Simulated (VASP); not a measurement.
The system is V.

```
V
1.0
    -1.51390    1.51390    1.51390
     1.51390   -1.51390    1.51390
     1.51390    1.51390   -1.51390
V
1
Cartesian
  0.0000 0.0000 0.0000
```

Base run:

```yaml
Program: VASP 6.6.1
Functional: r2SCAN
Potentials_or_basis: VASP PAW PBE potentials, release 64 (V_sv)
Cutoff: 520 eV
k_mesh: 13 × 13 × 13
Occupations: fermi-dirac, width 0.1 eV
Spin: collinear spin, ferromagnetic start
Starting_moments: "[0.15] μB"
Fixed_moment: 0.15 μB
```

Its results: pressure -7.0 GPa; site moments V +0.13 μB.

Task: After a change of settings the same cell gave: pressure -4.1 GPa; site moments V +0.64 μB. Which change was it?
A. fixed moment from 0.15 μB to 0.75 μB; moments at the start from [0.15] to [0.75]
B. fixed moment from 0.15 μB to 1.2 μB; moments at the start from [0.15] to [1.2]
C. fixed moment from 0.15 μB to 0.45 μB; moments at the start from [0.15] to [0.45]
D. fixed moment from 0.15 μB to 0.3 μB; moments at the start from [0.15] to [0.3]

Result: A.

Caveats: the PAW data sets were made with another functional, which shifts forces and pressure a little; the total moment is fixed, so each spin has its own Fermi level.
